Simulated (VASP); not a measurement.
Here is a VASP 6.6.1 calculation.

INCAR

```
ALGO = Normal
EDIFF = 1E-6
ENCUT = 520
GGA = PE
ISIF = 2
ISMEAR = 0
LASPH = True
LCHARG = False
LREAL = False
LWAVE = False
NBANDS = 22
NELM = 100
PREC = Accurate
SIGMA = 0.1
```

The input KPOINTS:

```
k-points
0
Gamma
  4 4 4
```

Contents of POSCAR:

```
CaMg3Tl
1.0
    4.9133378000      0.0000000000      0.0000000000
    0.0000000000      4.9133378000      0.0000000000
    0.0000000000      0.0000000000      4.9133378000
Ca Mg Tl
1 3 1
Direct
    0.5000000000      0.5000000000      0.5000000000
    0.5000000000      0.0000000000      0.0000000000
    0.0000000000      0.5000000000      0.0000000000
    0.0000000000      0.0000000000      0.5000000000
    0.0000000000      0.0000000000      0.0000000000
```

Potentials or basis: VASP PAW PBE potentials, release 64 (Ca_sv, Mg, Tl_d).

The run is started by

```bash
$ cat potpaw_PBE.64/Ca_sv/POTCAR potpaw_PBE.64/Mg/POTCAR potpaw_PBE.64/Tl_d/POTCAR > POTCAR
$ mpirun -np 1 vasp_std > vasp.out
```

Q: What does it give for the pressure?

A: 14.9 GPa.
